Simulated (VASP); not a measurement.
# Rh (P6_3/mmc) in VASP: notebook

Runs on Rh. Level: PBEsol. Tasks: single point.

Program: VASP 6.6.1. These are calculated values, not measurements. Logs are shortened: lines on timing, memory, paths and dates and some standing lists are left out, and cuts for length are marked.

## 1. The cell of the first run

Symmetry: P6_3/mmc, No. 194, hexagonal system. Conventional cell: a = 2.605 Å, b = 2.605 Å, c = 8.480 Å, α = 90.00°, β = 90.00°, γ = 120.00°. Rh (site symmetry -6m2) has 12 Rh at 2.60 Å within 3.4 Å. Within 3.4 Å of Rh (site symmetry -3m) lie 12 Rh at 2.60 Å.

## 2. Single point, PBEsol

The input, INCAR:

```
PREC     = Accurate       # precision mode
ENCUT    = 520            # plane-wave cutoff, eV
EDIFF    = 1E-6           # SCF threshold, eV
ISMEAR   = -1             # smearing method
SIGMA    = 0.05           # smearing width, eV
LREAL    = F              # projectors in reciprocal space
LASPH    = T              # aspherical terms in the spheres
NELM     = 100            # most SCF steps
ALGO     = Normal         # electronic algorithm
ISIF     = 2              # what is computed and relaxed
LWAVE    = F              # write WAVECAR
LCHARG   = T              # write CHGCAR
GGA      = PS             # functional
LELF     = T              # ELF
LVHAR    = T            
NBANDS   = 38             # bands
```

The input, KPOINTS:

```
Automatic mesh
0
Gamma
  11 11 3
```

The input, POSCAR:

```
Rh
1.0
    2.6046599390      0.0000000000      0.0000000000
   -1.3023299695      2.2557016754      0.0000000000
    0.0000000000      0.0000000000      8.4797020623
Rh
4
Direct
    0.6666666667      0.3333333333      0.7500000000
    0.0000000000      0.0000000000      0.5000000000
    0.3333333333      0.6666666667      0.2500000000
    0.0000000000      0.0000000000      0.0000000000
```

Potentials or basis: VASP PAW PBE potentials, release 64 (Rh_pv).

Launch:

```sh
$ cat potpaw_PBE.64/Rh_pv/POTCAR > POTCAR
$ mpirun -np 1 vasp_std > vasp.out
```

OUTCAR:

```text
PREC = Accurate
   ENCUT = 520
   EDIFF = 1E-6
   ISMEAR = -1
   LREAL = F
   LASPH = T
   NELM = 100
   ISIF = 2
   GGA = PS

 ion  position               nearest neighbor table
   1  0.667  0.333  0.750-   2 2.60   4 2.60   2 2.60   4 2.60   2 2.60   4 2.60
   2  0.000  0.000  0.500-   1 2.60   3 2.60   1 2.60   3 2.60   1 2.60   3 2.60
   3  0.333  0.667  0.250-   2 2.60   4 2.60   2 2.60   4 2.60   2 2.60   4 2.60
   4  0.000  0.000  0.000-   1 2.60   3 2.60   1 2.60   3 2.60   1 2.60   3 2.60

  LATTYP: Found a hexagonal cell.
 ALAT       =     2.6046599390
 C/A-ratio  =     3.2555889294

  Lattice vectors:

 A1 = (   2.6046599390,   0.0000000000,   0.0000000000)
 A2 = (  -1.3023299695,   2.2557016754,   0.0000000000)
 A3 = (   0.0000000000,   0.0000000000,   8.4797020623)

Analysis of symmetry for initial positions (statically):
=====================================================================
 Subroutine PRICEL returns:
 Original cell was already a primitive cell.

 Routine SETGRP: Setting up the symmetry group for a
 hexagonal supercell.

 Subroutine GETGRP returns: Found 24 space group operations
 (whereof 12 operations were pure point group operations)
 out of a pool of 24 trial point group operations.

The static configuration has the point symmetry D_3d.
 The point group associated with its full space group is D_6h.

Analysis of symmetry for dynamics (positions and initial velocities):
=====================================================================
 Subroutine PRICEL returns:
 Original cell was already a primitive cell.

 Routine SETGRP: Setting up the symmetry group for a
 hexagonal supercell.

 Subroutine GETGRP returns: Found 24 space group operations
 (whereof 12 operations were pure point group operations)
 out of a pool of 24 trial point group operations.

The dynamic configuration has the point symmetry D_3d.
 The point group associated with its full space group is D_6h.

 Subroutine INISYM returns: Found 24 space group operations
 (whereof 12 operations are pure point group operations),
 and found     1 'primitive' translations

----------------------------------------------------------------------------------------

                                     Primitive cell

  volume of cell :      49.8211

  direct lattice vectors                    reciprocal lattice vectors
     2.604659939  0.000000000  0.000000000     0.383927278  0.221660517  0.000000000
    -1.302329969  2.255701675  0.000000000     0.000000000  0.443321034  0.000000000
     0.000000000  0.000000000  8.479702062     0.000000000  0.000000000  0.117928672

  length of vectors
     2.604659939  2.604659939  8.479702062     0.443321034  0.443321034  0.117928672

  position of ions in fractional coordinates (direct lattice)
     0.666666667  0.333333333  0.750000000
     0.000000000  0.000000000  0.500000000
     0.333333333  0.666666667  0.250000000
     0.000000000  0.000000000  0.000000000

  ion indices of the primitive-cell ions
   primitive index   ion index
                 1           1
                 2           2
                 3           3
                 4           4

----------------------------------------------------------------------------------------

 KPOINTS: Automatic mesh

Automatic generation of k-mesh.
 Grid dimensions read from file:
 generate k-points for:   11   11    3

 Generating k-lattice:

  Cartesian coordinates                     Fractional coordinates (reciprocal lattice)
     0.034902480  0.020150956  0.000000000     0.090909091  0.000000000  0.000000000
     0.000000000  0.040301912  0.000000000     0.000000000  0.090909091  0.000000000
     0.000000000  0.000000000  0.039309557     0.000000000  0.000000000  0.333333333

  Length of vectors
     0.040301912  0.040301912  0.039309557

  Shift w.r.t. Gamma in fractional coordinates (k-lattice)
     0.000000000  0.000000000  0.000000000

 Subroutine IBZKPT returns following result:
 ===========================================

 Found     32 irreducible k-points:

 Following reciprocal coordinates:
            Coordinates               Weight
  0.000000  0.000000  0.000000      1.000000
  0.090909  0.000000  0.000000      6.000000
  0.181818 -0.000000  0.000000      6.000000
  0.272727  0.000000  0.000000      6.000000
  0.363636  0.000000  0.000000      6.000000
  0.454545  0.000000  0.000000      6.000000
[... 16 lines left out ...]
  0.090909  0.090909  0.333333     12.000000
  0.181818  0.090909  0.333333     24.000000
 [... further k-points ...]
   k-points           NKPTS =     32   k-points in BZ     NKDIM =     32   number of bands    NBANDS=     38
   number of dos      NEDOS =    301   number of ions     NIONS =      4
   total plane-waves  NPLWV =  25600
   dimension x,y,z NGX =    20 NGY =   20 NGZ =   64
   dimension x,y,z NGXF=    40 NGYF=   40 NGZF=  128
   ions per type =               4
   NGX,Y,Z   is equivalent  to a cutoff of  12.77, 12.77, 12.55 a.u.
   NGXF,Y,Z  is equivalent  to a cutoff of  25.53, 25.53, 25.09 a.u.
 SYSTEM =  unknown system
   PREC   = accura    normal or accurate (medium, high low for compatibility)
   ISTART =      0    job   : 0-new  1-cont  2-samecut
   ICHARG =      2    charge: 1-file 2-atom 10-const
   ISPIN  =      1    spin polarized calculation?
   LNONCOLLINEAR =      F non collinear calculations
   LSORBIT =      F    spin-orbit coupling
   LASPH  =      T    aspherical Exc in radial PAW
   ENCUT  =  520.0 eV  38.22 Ry    6.18 a.u.   4.84  4.84 15.77*2*pi/ulx,y,z
   NELM   =    100;   NELMIN=  2; NELMDL= -5     # of ELM steps
   EDIFF  = 0.1E-05   stopping-criterion for ELM
   LREAL  =      F    real-space projection
   EDIFFG = 0.1E-04   stopping-criterion for IOM
   NSW    =      0    number of steps for IOM
   IBRION =     -1    ionic relax: 0-MD 1-quasi-New 2-CG
   NFREE  =      0    steps in history (QN), initial steepest desc. (CG)
   ISIF   =      2    stress and relaxation
   ISYM   =      2    0-nonsym 1-usesym 2-fastsym
   POTIM  = 0.5000    time-step for ionic-motion
   TEBEG  =    0.0;   TEEND  =   0.0 temperature during run
   PSTRESS=    0.0 pullay stress
   NELECT =      60.0000    total number of electrons
   NUPDOWN=      -1.0000    fix difference up-down
   EMIN   =  10.00;   EMAX   =-10.00  energy-range for DOS
   EFERMI =   0.00;   METHOD = LEGACY
   ISMEAR =    -1;   SIGMA  =   0.05  broadening in eV -4-tet -1-fermi 0-gaus
   EFERMI_NEDOS =   21; number of points for ismear=-14 and -15
   IALGO  =     38    algorithm
   IMIX   =      4    mixing-type and parameters
     AMIX     =   0.40;   BMIX     =  1.00
     AMIX_MAG =   1.60;   BMIX_MAG =  1.00
  volume/ion in A,a.u.               =      12.46        84.05
  Fermi-wavevector in a.u.,A,eV,Ry     =   1.741757  3.291443 41.276217  3.033716
  Thomas-Fermi vector in A             =   2.814153
   LORBIT       =      0    0 simple, 1 ext, 2 COOP (PROOUT), +10 PAW based schemes
   GGA     = PS    functional components
   LHFCALC =     F    Hartree Fock is set to
   AEXX    =    0.0000 exact exchange contribution
   IVDW    =     0    specifies the selected vdW correction
   LEPSILON=     F    determine dielectric tensor
   LRPA    =     F    only Hartree local field effects (RPA)
 non-spin polarized calculation
  energy-cutoff  :      520.00
  volume of cell :       49.82
 maximum number of plane-waves:      1360
 NGX is ok and might be reduce to    20
   NGX =  9   NGY =  9   NGZ = 31

 number of electron      59.9999979 magnetization

 Free energy of the ion-electron system (eV)
  ---------------------------------------------------
  ext. energy  EPLUGINS =         0.00000000
  ---------------------------------------------------
  free energy    TOTEN  =       -32.11661589 eV

  energy without entropy =      -32.07204405  energy(sigma->0) =      -32.09432997

 E-fermi :  13.6923     XC(G=0): -14.8629

 val. band max:       13.6861345931   @ k =   0.3636   0.0000   0.3333
 cond. band min:      13.7036119374   @ k =   0.3636   0.2727   0.3333
 fundamental gap:      0.0174773443
 Fermi energy:        13.6922552953

 k-point     1 :       0.0000    0.0000    0.0000
  band No.  band energies     occupation
      1     -33.8749      2.00000
      2     -33.3677      2.00000
      3     -33.3666      2.00000
      4     -32.9653      2.00000
      5     -32.9653      2.00000
      6     -32.8982      2.00000
[... 30 lines left out ...]
     37      23.3428      0.00000
     38      28.2060      0.00000

 k-point     2 :       0.0909    0.0000    0.0000
  band No.  band energies     occupation
      1     -33.8480      2.00000
      2     -33.3755      2.00000
      3     -33.3740      2.00000
      4     -33.0274      2.00000
      5     -32.9853      2.00000
      6     -32.9462      2.00000
[... 30 lines left out ...]
     37      23.2703      0.00000
     38      28.6513      0.00000

 k-point     3 :       0.1818   -0.0000    0.0000
  band No.  band energies     occupation
      1     -33.7726      2.00000
      2     -33.4223      2.00000
      3     -33.4157      2.00000
      4     -33.1867      2.00000
      5     -33.0866      2.00000
      6     -33.0405      2.00000
[... 30 lines left out ...]
     37      23.0944      0.00000
     38      29.4044      0.00000

 k-point     4 :       0.2727    0.0000    0.0000
  band No.  band energies     occupation
      1     -33.6719      2.00000
      2     -33.5542      2.00000
      3     -33.5195      2.00000
      4     -33.3828      2.00000
      5     -33.3062      2.00000
      6     -33.1160      2.00000
[... 30 lines left out ...]
     37      22.9443      0.00000
     38      27.4497      0.00000
[... 703 lines left out ...]
      4     -33.6751      2.00000
      5     -33.3092      2.00000
      6     -33.2339      2.00000
[... 30 lines left out ...]
     37      23.7084      0.00000
     38      23.7830      0.00000

 k-point    23 :       0.0909    0.0909    0.3333
  band No.  band energies     occupation
      1     -33.7440      2.00000
      2     -33.5991      2.00000
      3     -33.2033      2.00000
      4     -33.1139      2.00000
      5     -33.0743      2.00000
      6     -33.0725      2.00000
[... 30 lines left out ...]
     37      24.6731      0.00000
     38      27.4800      0.00000

 k-point    24 :       0.1818    0.0909    0.3333
  band No.  band energies     occupation
      1     -33.6759      2.00000
      2     -33.5960      2.00000
      3     -33.3661      2.00000
      4     -33.2717      2.00000
      5     -33.2598      2.00000
      6     -33.1826      2.00000
[... 30 lines left out ...]
     37      24.9204      0.00000
     38      27.7969      0.00000

 [... further k-points ...]
[... 5 lines left out ...]
  --------------------------------------------------------------------------------------
  -------------------------------------------------------------------------------------
  Total        9.3239184      9.3239184      9.3124688      0.0000000     -0.0000000      0.0000000
  in kB      299.8442739    299.8442739    299.4760713      0.0000000     -0.0000000      0.0000000
  external PRESSURE =     299.7215397 kB  Pullay stress =       0.0000000 kB

 VOLUME and BASIS-vectors are now :
 -----------------------------------------------------------------------------
  energy-cutoff  :      520.00
  volume of cell :       49.82
      direct lattice vectors                 reciprocal lattice vectors
     2.604659939  0.000000000  0.000000000     0.383927278  0.221660517  0.000000000
    -1.302329969  2.255701675  0.000000000     0.000000000  0.443321034  0.000000000
     0.000000000  0.000000000  8.479702062     0.000000000  0.000000000  0.117928672

 POSITION                                       TOTAL-FORCE (eV/Angst)
 -----------------------------------------------------------------------------------
      1.30233      0.75190      6.35978         0.000000     -0.000000      0.000000
      0.00000      0.00000      4.23985        -0.000000      0.000000     -0.000000
     -0.00000      1.50380      2.11993        -0.000000      0.000000     -0.000000
      0.00000      0.00000      0.00000        -0.000000      0.000000     -0.000000
 -----------------------------------------------------------------------------------
    total drift:                                0.000000     -0.000000      0.000000

  FREE ENERGIE OF THE ION-ELECTRON SYSTEM (eV)
  ---------------------------------------------------
  free  energy   TOTEN  =       -32.1166158864 eV

  energy  without entropy=      -32.0720440550  energy(sigma->0) =      -32.09432997
```

It took 46 s on 1 thread of Intel Xeon Platinum 8259CL at 2.50GHz (Skylake/Cascade Lake), shared host; peak memory 0.18 GiB.

Results:

```yaml
Free_energy: -32.1166 eV
Pressure: 30.0 GPa
Band_gap_on_the_k_mesh: zero (band 30 reaches 14.43 eV, above the bottom of band 31 at 12.50 eV)
```

Caveat: the PAW data sets were made with another functional, which shifts forces and pressure a little.

## 3. Single point, PBEsol

This run uses another cell than the first one, of 12.76 Å³/atom, 1.024 times its volume.

The input, INCAR:

```
SYSTEM = Rh
ALGO = Fast
EDIFF = 1E-6
ENCUT = 520
GGA = PS
ISIF = 2
ISMEAR = -1
LASPH = .TRUE.
LCHARG = .FALSE.
LREAL = .FALSE.
LWAVE = .FALSE.
NBANDS = 38
NELM = 60
PREC = Accurate
SIGMA = 0.05
```

The input, KPOINTS:

```
k-points
0
G
  11 11 3
  0 0 0
```

The input, POSCAR:

```
Rh
1.0
    2.6258607573      0.0000000000      0.0000000000
   -1.3129303787      2.2740621227      0.0000000000
    0.0000000000      0.0000000000      8.5469418140
Rh
4
Direct
    0.6666666667      0.3333333333      0.7500000000
    0.0000000000      0.0000000000      0.5000000000
    0.3333333333      0.6666666667      0.2500000000
    0.0000000000      0.0000000000      0.0000000000
```

Potentials or basis: VASP PAW PBE potentials, release 64 (Rh_pv).

Launch:

```sh
$ cat potpaw_PBE.64/Rh_pv/POTCAR > POTCAR
$ mpirun -np 1 vasp_std > vasp.out
```

Run time: 52 s. Hardware: 1 thread of Intel Xeon Platinum 8259CL at 2.50GHz (Skylake/Cascade Lake), shared host; peak memory 0.18 GiB.

The run converged. Its results:

```
Free energy            : -32.3061 eV
Pressure               : 20.0 GPa
Band gap on the k mesh : zero (band 30 reaches 13.91 eV, above the bottom of band 31 at 12.06 eV)
```

Levels at points of the mesh, in eV from the Fermi level:
| k point | band 26 | band 27 | band 28 | band 29 | band 30 | band 31 | band 32 | band 33 | band 34 | band 35 |
| --- | --- | --- | --- | --- | --- | --- | --- | --- | --- | --- |
| (0.00, 0.00, 0.00) | -2.97 | -2.97 | -1.64 | -1.64 | -0.97 | -0.97 | -0.38 | -0.38 | 0.50 | 0.50 |

Caveat: the PAW data sets were made with another functional, which shifts forces and pressure a little.

## 4. Single point, PBEsol

This run uses another cell than the first one, of 13.11 Å³/atom, 1.053 times its volume.

INCAR: that of step 3 with these lines changed.

```diff
@@ -12,3 +12,3 @@
 NBANDS = 38
-NELM = 60
+NELM = 100
 PREC = Accurate
```

KPOINTS is that of step 3.

The input, POSCAR:

```
Rh
1.0
    2.6499651887      0.0000000000      0.0000000000
   -1.3249825944      2.2949371726      0.0000000000
    0.0000000000      0.0000000000      8.6239019699
Rh
4
Direct
    0.6666666667      0.3333333333      0.7500000000
    0.0000000000      0.0000000000      0.5000000000
    0.3333333333      0.6666666667      0.2500000000
    0.0000000000      0.0000000000      0.0000000000
```

Launch:

```sh
$ cat potpaw_PBE.64/Rh_pv/POTCAR > POTCAR
$ mpirun -np 1 vasp_std > vasp.out
```

It took 53 s on 1 thread of Intel Xeon Platinum 8259CL at 2.50GHz (Skylake/Cascade Lake), shared host; peak memory 0.18 GiB.

It converged, with:

- Free energy: -32.4376 eV
- Pressure: 10.0 GPa
- Band gap on the k mesh: zero (band 30 reaches 13.34 eV, above the bottom of band 31 at 11.57 eV)

Levels at points of the mesh, in eV from the Fermi level:
| k point | band 27 | band 28 | band 29 | band 30 | band 31 | band 32 | band 33 | band 34 |
| --- | --- | --- | --- | --- | --- | --- | --- | --- |
| (0.00, 0.00, 0.00) | -2.85 | -1.57 | -1.57 | -0.93 | -0.93 | -0.37 | -0.37 | 0.48 |

Caveat: the PAW data sets were made with another functional, which shifts forces and pressure a little.

## 5. Overview

```csv
cell,gap on the mesh (eV),pressure (GPa)
"a = 2.605, b = 2.605, c = 8.480 Å, angles 90.0, 90.0, 120.0°, 4 atoms",none,30.0
"a = 2.626, b = 2.626, c = 8.547 Å, angles 90.0, 90.0, 120.0°, 4 atoms",none,20.0
"a = 2.650, b = 2.650, c = 8.624 Å, angles 90.0, 90.0, 120.0°, 4 atoms",none,10.0
```

Alike in all rows: task single point; level PBEsol; potentials or basis VASP PAW PBE potentials, release 64 (Rh_pv); no spin polarisation; k mesh 11 × 11 × 3; cutoff (eV) 520; smearing fermi-dirac 0.05 eV.

Caveats: the PAW data sets were made with another functional, which shifts forces and pressure a little.

Absolute energies hang on the potentials; compare differences alone.
